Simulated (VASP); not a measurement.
# Al2Cu: single point with PBE

Al2Cu:

```
Al Cu
1.0
    -2.04460    2.04460    2.75637
     2.04460   -2.04460    2.75637
     2.04460    2.04460   -2.75637
Al Cu
2 1
Direct
  0.73962 0.23962 0.50000
  0.26038 0.76038 0.50000
  0.50000 0.50000 0.00000
```

This cell differs from its parent crystal: mode 9 frozen in at -0.060 Å, normal strain along z -0.0467.

```
Program             : VASP 6.6.1
Task                : single point
Functional          : PBE
Potentials or basis : VASP PAW PBE potentials, release 64 (Al, Cu)
Cutoff              : 520 eV
k mesh              : 14 × 14 × 14
Occupations         : gaussian, width 0.15 eV
Spin                : no spin polarisation
```

- Pressure: 5.9 GPa
- Largest force: 0.676 eV/Å

Forces in eV/Å, atoms in the order of the input:
```
Al   0.000  0.000  0.676
Al   0.000  0.000 -0.676
Cu   0.000  0.000  0.000
```

Stress tensor (GPa, compression positive):
```
 5.99  0.00  0.00
 0.00  1.74  0.00
 0.00  0.00 10.09
```

Levels at points of the mesh, in eV from the Fermi level:
```csv
k point,band 6,band 7,band 8,band 9,band 10,band 11,band 12,band 13
"(0.00, 0.00, 0.00)",-4.07,2.62,2.63,2.98,3.18,3.19,3.21,4.55
"(0.50, 0.00, 0.00)",-4.02,-3.98,0.28,1.02,2.74,2.94,4.16,4.47
"(0.00, 0.50, 0.00)",-4.04,-4.02,0.54,0.60,2.74,3.11,4.22,4.60
"(0.50, 0.50, 0.00)",-3.95,-3.83,-2.09,-1.73,0.65,1.63,9.01,10.22
"(0.50, 0.50, 0.50)",-3.96,-3.71,-2.28,-2.22,0.06,1.35,9.15,10.75
```

Wall time 3 min on 1 thread of Intel(R) Xeon(R) 6975P-C (Granite Rapids), on a shared host, peak memory 0.4 GiB.

Caveat: the cell differs from its parent crystal (mode 9 frozen in at -0.060 Å, normal strain along z -0.0467).
